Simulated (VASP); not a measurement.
Write the native input for VASP 6.6.1 that does the following.

| Property | Result |
| --- | --- |
| Task | single point |
| Functional | PBE |
| Potentials or basis | VASP PAW PBE potentials, release 64 (Be, Os, C) |
| Cutoff | 520 eV |
| k mesh | 4 × 4 × 6 |
| Occupations | gaussian, width 0.1 eV |
| Spin | no spin polarisation |
| Dipole correction | no |
| Further INCAR settings | ALGO = Normal; EDIFF = 1e-06; NBANDS = 20 |

The structure of Be3OsC2 lies in POSCAR:

```
Be3OsC2
1.0
    2.1677748303     -3.7853776499      0.0000000000
    2.1677748303      3.7853776499      0.0000000000
    0.0000000000      0.0000000000      2.9661825368
Be Os C
3 1 2
Direct
    0.1960627724      0.8039372276      0.0000000000
    0.8039372276      0.1960627724      0.0000000000
    0.0000000000      0.0000000000      0.5000000000
    0.5000000000      0.5000000000      0.0000000000
    0.0000000000      0.5000000000      0.5000000000
    0.5000000000      0.0000000000      0.5000000000
```

One way to write it, as run:

INCAR

```
SYSTEM = Be3OsC2
ALGO     = Normal         ! electronic algorithm
EDIFF    = 1E-6           ! SCF threshold, eV
ENCUT    = 520            ! plane-wave cutoff, eV
GGA      = PE             ! functional
ISIF     = 2              ! what is computed and relaxed
ISMEAR   = 0              ! smearing method
LASPH    = .True.         ! aspherical terms in the spheres
LCHARG   = .False.        ! write CHGCAR
LREAL    = .False.        ! projectors in reciprocal space
LWAVE    = .False.        ! write WAVECAR
NBANDS   = 20             ! bands
NELM     = 100            ! most SCF steps
PREC     = Accurate       ! precision mode
SIGMA    = 0.1            ! smearing width, eV
```

KPOINTS

```
k-points
0
Gamma
  4 4 6
  0 0 0
```

Potentials or basis: VASP PAW PBE potentials, release 64 (Be, Os, C).

Command:

```sh
$ cat potpaw_PBE.64/Be/POTCAR potpaw_PBE.64/Os/POTCAR potpaw_PBE.64/C/POTCAR > POTCAR
$ mpirun -np 1 vasp_std > vasp.out
```

Results of the run:

The pressure is 0.3 GPa, the largest force is 0.011 eV/Å and the band gap on the k mesh is zero (band 11 reaches 10.06 eV, above the bottom of band 12 at 8.23 eV).

Caveat: the k points lie up to 0.42 Å⁻¹ apart; spin-orbit coupling is left out, which moves the levels of the heavy elements.

Wall time 40 s on 1 thread of Oxide Virtual Turin-like Processor, on a shared host, peak memory 0.15 GiB.
